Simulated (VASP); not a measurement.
# Si3C (P4/mmm) in VASP: further runs

Si3C is run at these levels: PBE; tasks: relaxation of cell and atoms, single point.

All numbers are computed with VASP 6.6.1; they aren't measurements. Logs are shortened: lines on timing, memory, paths and dates and some standing lists are left out, and cuts for length are marked.

**1. The cell of the first run**

The structure is tetragonal, space group P4/mmm (No. 123). The conventional cell has a = 2.652 Å, b = 2.652 Å, c = 7.082 Å, α = 90.00°, β = 90.00°, γ = 90.00°. Si (site symmetry 4mm) has 4 C at 2.22 Å and 5 Si at 2.39 to 2.65 Å within 2.9 Å. Within 3.5 Å of Si (site symmetry 4/mmm) lie 12 Si at 2.65 to 3.00 Å. Within 2.9 Å of C (site symmetry 4/mmm) lie 8 Si at 2.22 Å and 4 C at 2.65 Å.

**2. Relaxation of cell and atoms, PBE**

INCAR reads:

```
PREC = Accurate
ENCUT = 600
EDIFF = 1E-6
ISMEAR = 0
SIGMA = 0.1
LREAL = F
LASPH = T
NELM = 100
ALGO = Normal
ISIF = 3
LWAVE = F
LCHARG = F
GGA = PE
IBRION = 2
NSW = 90
EDIFFG = -0.04
```

KPOINTS reads:

```
regular mesh
0
Gamma
  6 6 4
```

POSCAR reads:

```
Si3C
1.0
    2.6517100559      0.0000000000      0.0000000000
    0.0000000000      2.6517100559      0.0000000000
    0.0000000000      0.0000000000      7.0824831204
Si C
3 1
Direct
    0.0000000000      0.0000000000      0.8312955716
    0.5000000000      0.5000000000      0.5000000000
    0.0000000000      0.0000000000      0.1687044284
    0.5000000000      0.5000000000      0.0000000000
```

Potentials or basis: VASP PAW PBE potentials, release 64 (Si, C).

On the command line:

```console
$ cat potpaw_PBE.64/Si/POTCAR potpaw_PBE.64/C/POTCAR > POTCAR
$ mpirun -np 1 vasp_std > vasp.out
```

OUTCAR:

```text
PREC = Accurate
   ENCUT = 600
   EDIFF = 1E-6
   ISMEAR = 0
   LREAL = F
   LASPH = T
   NELM = 100
   ISIF = 3
   GGA = PE
   IBRION = 2
   NSW = 90
   EDIFFG = -0.04

 ion  position               nearest neighbor table
   1  0.000  0.000  0.831-   4 2.22   4 2.22   4 2.22   4 2.22   3 2.39   2 3.00   2 3.00   2 3.00
                             2 3.00
   2  0.500  0.500  0.500-   1 3.00   3 3.00   1 3.00   3 3.00   1 3.00   3 3.00   1 3.00   3 3.00

   3  0.000  0.000  0.169-   4 2.22   4 2.22   4 2.22   4 2.22   1 2.39   2 3.00   2 3.00   2 3.00
                             2 3.00
   4  0.500  0.500  0.000-   1 2.22   3 2.22   1 2.22   3 2.22   1 2.22   3 2.22   1 2.22   3 2.22

  LATTYP: Found a simple tetragonal cell.
 ALAT       =     2.6517100559
 C/A-ratio  =     2.6709115895

  Lattice vectors:

 A1 = (   2.6517100559,   0.0000000000,   0.0000000000)
 A2 = (   0.0000000000,   2.6517100559,   0.0000000000)
 A3 = (   0.0000000000,   0.0000000000,   7.0824831204)

Analysis of symmetry for initial positions (statically):
=====================================================================
 Subroutine PRICEL returns:
 Original cell was already a primitive cell.

 Routine SETGRP: Setting up the symmetry group for a
 simple tetragonal supercell.

 Subroutine GETGRP returns: Found 16 space group operations
 (whereof 16 operations were pure point group operations)
 out of a pool of 16 trial point group operations.

The static configuration has the point symmetry D_4h.

Analysis of symmetry for dynamics (positions and initial velocities):
=====================================================================
 Subroutine PRICEL returns:
 Original cell was already a primitive cell.

 Routine SETGRP: Setting up the symmetry group for a
 simple tetragonal supercell.

 Subroutine GETGRP returns: Found 16 space group operations
 (whereof 16 operations were pure point group operations)
 out of a pool of 16 trial point group operations.

The dynamic configuration has the point symmetry D_4h.

 Subroutine INISYM returns: Found 16 space group operations
 (whereof 16 operations are pure point group operations),
 and found     1 'primitive' translations

----------------------------------------------------------------------------------------

                                     Primitive cell

  volume of cell :      49.8009

  direct lattice vectors                    reciprocal lattice vectors
     2.651710056  0.000000000  0.000000000     0.377115137  0.000000000  0.000000000
     0.000000000  2.651710056  0.000000000     0.000000000  0.377115137  0.000000000
     0.000000000  0.000000000  7.082483120     0.000000000  0.000000000  0.141193418

  length of vectors
     2.651710056  2.651710056  7.082483120     0.377115137  0.377115137  0.141193418

  position of ions in fractional coordinates (direct lattice)
     0.000000000  0.000000000  0.831295572
     0.500000000  0.500000000  0.500000000
     0.000000000  0.000000000  0.168704428
     0.500000000  0.500000000  0.000000000

  ion indices of the primitive-cell ions
   primitive index   ion index
                 1           1
                 2           2
                 3           3
                 4           4

----------------------------------------------------------------------------------------

 KPOINTS: regular mesh

Automatic generation of k-mesh.
 Grid dimensions read from file:
 generate k-points for:    6    6    4

 Generating k-lattice:

  Cartesian coordinates                     Fractional coordinates (reciprocal lattice)
     0.062852523  0.000000000  0.000000000     0.166666667  0.000000000  0.000000000
     0.000000000  0.062852523  0.000000000     0.000000000  0.166666667  0.000000000
     0.000000000  0.000000000  0.035298355     0.000000000  0.000000000  0.250000000

  Length of vectors
     0.062852523  0.062852523  0.035298355

  Shift w.r.t. Gamma in fractional coordinates (k-lattice)
     0.000000000  0.000000000  0.000000000

 Subroutine IBZKPT returns following result:
 ===========================================

 Found     30 irreducible k-points:

 Following reciprocal coordinates:
            Coordinates               Weight
  0.000000  0.000000  0.000000      1.000000
  0.166667  0.000000  0.000000      4.000000
  0.333333  0.000000  0.000000      4.000000
  0.500000  0.000000  0.000000      2.000000
  0.166667  0.166667  0.000000      4.000000
  0.333333  0.166667  0.000000      8.000000
[... 16 lines left out ...]
  0.333333  0.000000  0.500000      4.000000
  0.500000  0.000000  0.500000      2.000000
 [... further k-points ...]
   k-points           NKPTS =     30   k-points in BZ     NKDIM =     30   number of bands    NBANDS=     12
   number of dos      NEDOS =    301   number of ions     NIONS =      4
   total plane-waves  NPLWV =  34560
   dimension x,y,z NGX =    24 NGY =   24 NGZ =   60
   dimension x,y,z NGXF=    48 NGYF=   48 NGZF=  120
   ions per type =               3   1
   NGX,Y,Z   is equivalent  to a cutoff of  15.05, 15.05, 14.08 a.u.
   NGXF,Y,Z  is equivalent  to a cutoff of  30.09, 30.09, 28.17 a.u.
 SYSTEM =  unknown system
   PREC   = accura    normal or accurate (medium, high low for compatibility)
   ISTART =      0    job   : 0-new  1-cont  2-samecut
   ICHARG =      2    charge: 1-file 2-atom 10-const
   ISPIN  =      1    spin polarized calculation?
   LNONCOLLINEAR =      F non collinear calculations
   LSORBIT =      F    spin-orbit coupling
   LASPH  =      T    aspherical Exc in radial PAW
   ENCUT  =  600.0 eV  44.10 Ry    6.64 a.u.   5.30  5.30 14.15*2*pi/ulx,y,z
   NELM   =    100;   NELMIN=  2; NELMDL= -5     # of ELM steps
   EDIFF  = 0.1E-05   stopping-criterion for ELM
   LREAL  =      F    real-space projection
   EDIFFG = -.4E-01   stopping-criterion for IOM
   NSW    =     90    number of steps for IOM
   IBRION =      2    ionic relax: 0-MD 1-quasi-New 2-CG
   NFREE  =      1    steps in history (QN), initial steepest desc. (CG)
   ISIF   =      3    stress and relaxation
   ISYM   =      2    0-nonsym 1-usesym 2-fastsym
   POTIM  = 0.5000    time-step for ionic-motion
   TEBEG  =    0.0;   TEEND  =   0.0 temperature during run
   PSTRESS=    0.0 pullay stress
   NELECT =      16.0000    total number of electrons
   NUPDOWN=      -1.0000    fix difference up-down
   EMIN   =  10.00;   EMAX   =-10.00  energy-range for DOS
   EFERMI =   0.00;   METHOD = LEGACY
   ISMEAR =     0;   SIGMA  =   0.10  broadening in eV -4-tet -1-fermi 0-gaus
   EFERMI_NEDOS =   21; number of points for ismear=-14 and -15
   IALGO  =     38    algorithm
   IMIX   =      4    mixing-type and parameters
     AMIX     =   0.40;   BMIX     =  1.00
     AMIX_MAG =   1.60;   BMIX_MAG =  1.00
  volume/ion in A,a.u.               =      12.45        84.02
  Fermi-wavevector in a.u.,A,eV,Ry     =   1.121250  2.118854 17.105252  1.257201
  Thomas-Fermi vector in A             =   2.257902
   LORBIT       =      0    0 simple, 1 ext, 2 COOP (PROOUT), +10 PAW based schemes
   GGA     = PE    functional components
   LHFCALC =     F    Hartree Fock is set to
   AEXX    =    0.0000 exact exchange contribution
   IVDW    =     0    specifies the selected vdW correction
   LEPSILON=     F    determine dielectric tensor
   LRPA    =     F    only Hartree local field effects (RPA)
 conjugate gradient relaxation of ions
 non-spin polarized calculation
 Gauss-broadening in eV      SIGMA  =   0.10
  energy-cutoff  :      600.00
  volume of cell :       49.80
 maximum number of plane-waves:      1692
 NGX is ok and might be reduce to    24
   NGX = 11   NGY = 11   NGZ = 29

--------------------------------------- Ionic step        1  -------------------------------------------

 number of electron      16.0000000 magnetization

 Free energy of the ion-electron system (eV)
  ---------------------------------------------------
  ext. energy  EPLUGINS =         0.00000000
  ---------------------------------------------------
  free energy    TOTEN  =       -21.07133018 eV

  energy without entropy =      -21.06422837  energy(sigma->0) =      -21.06777928

------------------------ aborting loop because EDIFF is reached ----------------------------------------

  FORCE on cell =-STRESS in cart. coord.  units (eV):
  Direction    XX          YY          ZZ          XY          YZ          ZX
  --------------------------------------------------------------------------------------
  -------------------------------------------------------------------------------------
  Total       -0.0365833     -0.0365833      0.1979603      0.0000000     -0.0000000      0.0000000
  in kB       -1.1769457     -1.1769457      6.3687041      0.0000000     -0.0000000      0.0000000
  external PRESSURE =       1.3382709 kB  Pullay stress =       0.0000000 kB
[... 99 lines left out ...]
  energy  without entropy=      -21.0643270704  energy(sigma->0) =      -21.06793440

--------------------------------------- Ionic step        4  -------------------------------------------

 number of electron      16.0000000 magnetization

 Free energy of the ion-electron system (eV)
  ---------------------------------------------------
  ext. energy  EPLUGINS =         0.00000000
  ---------------------------------------------------
  free energy    TOTEN  =       -21.07169987 eV

  energy without entropy =      -21.06485111  energy(sigma->0) =      -21.06827549

 E-fermi :   9.8324     XC(G=0): -11.3761

 val. band max:        9.8279092206   @ k =   0.5000   0.3333   0.2500
 cond. band min:       9.9143989421   @ k =   0.5000   0.1667   0.0000
 fundamental gap:      0.0864897215
 Fermi energy:         9.8324276485

 k-point     1 :       0.0000    0.0000    0.0000
  band No.  band energies     occupation
      1      -7.0822      2.00000
      2      -1.9859      2.00000
      3      -1.8567      2.00000
      4       5.6871      2.00000
      5       5.9265      2.00000
      6       8.7677      2.00000
      7       8.7677      2.00000
      8      12.6660      0.00000
      9      14.9177      0.00000
     10      15.0123      0.00000
     11      16.4365      0.00000
     12      16.4365      0.00000
[... 331 lines left out ...]
 k-point    24 :       0.5000    0.0000    0.5000
  band No.  band energies     occupation
      1      -2.9111      2.00000
      2      -1.7270      2.00000
      3       1.6079      2.00000
      4       2.3118      2.00000
      5       4.5683      2.00000
      6       6.5627      2.00000
      7       6.6524      2.00000
      8       6.9317      2.00000
      9      10.7673      0.00000
     10      14.4879      0.00000
     11      15.1897      0.00000
     12      16.2944      0.00000

 [... further k-points ...]
[... 5 lines left out ...]
  --------------------------------------------------------------------------------------
  -------------------------------------------------------------------------------------
  Total        0.0268033      0.0268033      0.0076423      0.0000000      0.0000000     -0.0000000
  in kB        0.8603306      0.8603306      0.2453006      0.0000000      0.0000000     -0.0000000
  external PRESSURE =       0.6553206 kB  Pullay stress =       0.0000000 kB
[... 19 lines left out ...]
  FREE ENERGIE OF THE ION-ELECTRON SYSTEM (eV)
  ---------------------------------------------------
  free  energy   TOTEN  =       -21.0716998674 eV

  energy  without entropy=      -21.0648511121  energy(sigma->0) =      -21.06827549

 reached required accuracy - stopping structural energy minimisation
```

Run time: 68 s. Hardware: 1 thread of AMD EPYC 7R13 (Zen 3), shared host; peak memory 0.15 GiB.

Results:

```yaml
Free_energy: -21.0717 eV
Relaxed_volume: 12.48 Å³/atom
Relaxed_cell: a = 2.651 Å, b = 2.651 Å, c = 7.102 Å, α = 90.00°, β = 90.00°, γ = 90.00°
Space_group_after_relaxing_to_0.05_Å: P4/mmm (No. 123)
Energy_gained_by_relaxing: 0.1 meV/atom
Ionic_steps: 4
Pressure_after_relaxing: 0.1 GPa
Largest_force_after_relaxing: 0.018 eV/Å
```

Forces in eV/Å, atoms in the order of the input:
```
Si   0.000  0.000  0.018
Si   0.000  0.000  0.000
Si   0.000  0.000 -0.018
C    0.000  0.000  0.000
```

Step by step:
```tsv
step	energy change (eV)	largest force (eV/Å)	pressure (GPa)	volume (Å³)
1	0.0000	0.0123	0.13	49.80
2	-0.0002	0.0530	0.02	49.88
3	-0.0002	0.0463	0.04	49.86
4	-0.0004	0.0176	0.07	49.92
```

Final structure:
```
Si C
1.0
     2.65102    0.00000    0.00000
     0.00000    2.65102    0.00000
     0.00000    0.00000    7.10246
Si C
3 1
Direct
  0.00000 0.00000 0.83171
  0.50000 0.50000 0.50000
  0.00000 0.00000 0.16829
  0.50000 0.50000 0.00000
```

Levels at points of the mesh, in eV from the Fermi level:
```
           k point  band 6  band 7  band 8  band 9  band 10  band 11
(0.00, 0.00, 0.00)   -1.06   -1.06    2.83    5.09     5.18     6.60
(0.50, 0.00, 0.00)   -6.32   -0.35    0.41    0.93     1.09     2.47
(0.50, 0.50, 0.00)   -2.44   -2.44   -2.18   -1.87    -1.87    -0.90
(0.00, 0.00, 0.50)   -1.06    0.53    2.06    3.18     5.41     6.01
(0.50, 0.00, 0.50)   -3.27   -3.18   -2.90    0.93     4.66     5.36
(0.50, 0.50, 0.50)   -3.28   -3.28   -1.81   -1.17     0.16     0.16
```

Caveat: the k points lie up to 0.40 Å⁻¹ apart in the final cell; the bands computed are all filled at some k points, so no gap is given.

**3. Single point, PBE, collinear spin, ferromagnetic start**

This run uses another cell than the first one, of 12.49 Å³/atom, 1.003 times its volume.

INCAR reads:

```
SYSTEM = Si3C
PREC = Accurate
ENCUT = 520
EDIFF = 1E-6
ISMEAR = 0
SIGMA = 0.1
LREAL = .False.
LASPH = .True.
NELM = 150
ALGO = Normal
ISIF = 2
LWAVE = .False.
LCHARG = .False.
ISPIN = 2
MAGMOM = 0 0 0 1
LORBIT = 11
GGA = PE
NBANDS = 20
```

KPOINTS reads:

```
regular mesh
0
Gamma
  6 6 4
  0 0 0
```

POSCAR reads:

```
Si3C
1.0
    2.6511745210      0.0000000000      0.0000000000
    0.0000000000      2.6511745210      0.0000000000
    0.0000000000      0.0000000000      7.1068134602
Si C
3 1
Direct
    0.0000000000      0.0000000000      0.8318094066
    0.5000000000      0.5000000000      0.5000000000
    0.0000000000      0.0000000000      0.1681905934
    0.5000000000      0.5000000000      0.0000000000
```

Potentials or basis: VASP PAW PBE potentials, release 64 (Si, C).

On the command line:

```console
$ cat potpaw_PBE.64/Si/POTCAR potpaw_PBE.64/C/POTCAR > POTCAR
$ mpirun -np 1 vasp_std > vasp.out
```

It took 67 s on 1 thread of AMD EPYC 7R13 (Zen 3), shared host; peak memory 0.15 GiB.

It converged, with:

```
Free energy                                           : -21.0711 eV
Pressure                                              : 0.0 GPa
Largest force                                         : 0.016 eV/Å
Band gap on the k mesh                                : zero (filled and empty bands overlap)
Net moment                                            : 0.00 μB per cell
Valence electrons inside the program's atomic spheres : Si 1.54, 1.52; C 2.30
```

Forces on the atoms (eV/Å):
```
Si   0.000  0.000  0.016
Si   0.000  0.000  0.000
Si   0.000  0.000 -0.016
C    0.000  0.000  0.000
```

Stress tensor (GPa, compression positive):
```
 0.10  0.00  0.00
 0.00  0.10  0.00
 0.00  0.00 -0.08
```

Levels at points of the mesh, in eV from the Fermi level:
Spin up:
```csv
k point,band 5,band 6,band 7,band 8,band 9,band 10,band 11,band 12
"(0.00, 0.00, 0.00)",-3.91,-1.07,-1.07,2.83,5.07,5.18,6.61,6.61
"(0.50, 0.00, 0.00)",-6.32,-6.31,-0.35,0.40,0.93,1.08,2.46,6.96
"(0.50, 0.50, 0.00)",-2.95,-2.43,-2.43,-2.18,-1.86,-1.86,-0.90,-0.36
"(0.00, 0.00, 0.50)",-1.06,-1.06,0.52,2.05,3.17,5.41,6.01,6.01
"(0.50, 0.00, 0.50)",-5.27,-3.27,-3.18,-2.90,0.93,4.65,5.35,6.45
"(0.50, 0.50, 0.50)",-3.47,-3.27,-3.27,-1.81,-1.18,0.16,0.16,1.44
```
Spin down:
| k point | band 5 | band 6 | band 7 | band 8 | band 9 | band 10 | band 11 | band 12 |
| --- | --- | --- | --- | --- | --- | --- | --- | --- |
| (0.00, 0.00, 0.00) | -3.91 | -1.06 | -1.06 | 2.83 | 5.07 | 5.18 | 6.61 | 6.61 |
| (0.50, 0.00, 0.00) | -6.32 | -6.31 | -0.35 | 0.40 | 0.93 | 1.08 | 2.46 | 6.97 |
| (0.50, 0.50, 0.00) | -2.95 | -2.43 | -2.43 | -2.18 | -1.86 | -1.86 | -0.90 | -0.36 |
| (0.00, 0.00, 0.50) | -1.06 | -1.06 | 0.53 | 2.05 | 3.17 | 5.41 | 6.01 | 6.01 |
| (0.50, 0.00, 0.50) | -5.27 | -3.27 | -3.18 | -2.90 | 0.93 | 4.65 | 5.35 | 6.45 |
| (0.50, 0.50, 0.50) | -3.47 | -3.27 | -3.27 | -1.81 | -1.18 | 0.16 | 0.16 | 1.44 |

Caveat: the k points lie up to 0.39 Å⁻¹ apart.

**4. Single point, PBE**

This run uses another cell than the first one, of 11.62 Å³/atom, 0.933 times its volume.

INCAR reads:

```
SYSTEM = Si3C
PREC     = Accurate       ! precision mode
ENCUT    = 520            ! plane-wave cutoff, eV
EDIFF    = 1E-7           ! SCF threshold, eV
ISMEAR   = 0              ! smearing method
SIGMA    = 0.1            ! smearing width, eV
LREAL    = .False.        ! projectors in reciprocal space
LASPH    = .True.         ! aspherical terms in the spheres
NELM     = 80             ! most SCF steps
ALGO     = Normal         ! electronic algorithm
ISIF     = 2              ! what is computed and relaxed
LWAVE    = .False.        ! write WAVECAR
LCHARG   = .False.        ! write CHGCAR
GGA      = PE             ! functional
NBANDS   = 16             ! bands
```

KPOINTS reads:

```
regular mesh
0
Gamma
  16 16 8
  0 0 0
```

POSCAR reads:

```
Si3C
1.0
    2.7456504031      0.0000000000      0.0000000000
    0.0000000000      2.7456504031      0.0000000000
    0.0000000000      0.0000000000      6.1658944565
Si C
3 1
Direct
    0.0000000000      0.0000000000      0.8079756438
    0.5000000000      0.5000000000      0.5000000000
    0.0000000000      0.0000000000      0.1920243562
    0.5000000000      0.5000000000      0.0000000000
```

On the command line:

```console
$ cat potpaw_PBE.64/Si/POTCAR potpaw_PBE.64/C/POTCAR > POTCAR
$ mpirun -np 1 vasp_std > vasp.out
```

Wall time 3.6 min (1 thread of AMD EPYC 7R13 (Zen 3), shared host); peak memory 0.22 GiB.

Results (log left out):

```
Free energy            : -21.0452 eV
Pressure               : 0.0 GPa
Band gap on the k mesh : zero (band 8 reaches 14.29 eV, above the bottom of band 9 at 8.26 eV)
```

Stress tensor (GPa, compression positive):
```
 0.04  0.00  0.00
 0.00  0.04  0.00
 0.00  0.00 -0.04
```

Levels at points of the mesh, in eV from the Fermi level:
| k point | band 6 | band 7 | band 8 | band 9 | band 10 | band 11 |
| --- | --- | --- | --- | --- | --- | --- |
| (0.00, 0.00, 0.00) | -1.36 | -0.72 | 1.67 | 4.05 | 4.38 | 4.38 |
| (0.50, 0.00, 0.00) | -6.63 | 0.63 | 0.65 | 3.32 | 3.50 | 3.81 |
| (0.50, 0.50, 0.00) | -3.40 | -3.36 | -3.33 | -2.35 | -2.35 | -2.02 |
| (0.00, 0.00, 0.50) | -1.33 | 1.42 | 3.43 | 3.60 | 3.60 | 4.98 |
| (0.50, 0.00, 0.50) | -3.29 | -3.26 | -1.63 | 0.64 | 5.86 | 6.34 |
| (0.50, 0.50, 0.50) | -4.78 | -4.78 | -3.72 | -0.59 | 1.11 | 1.19 |

(Part 1 of 2 ends here.)
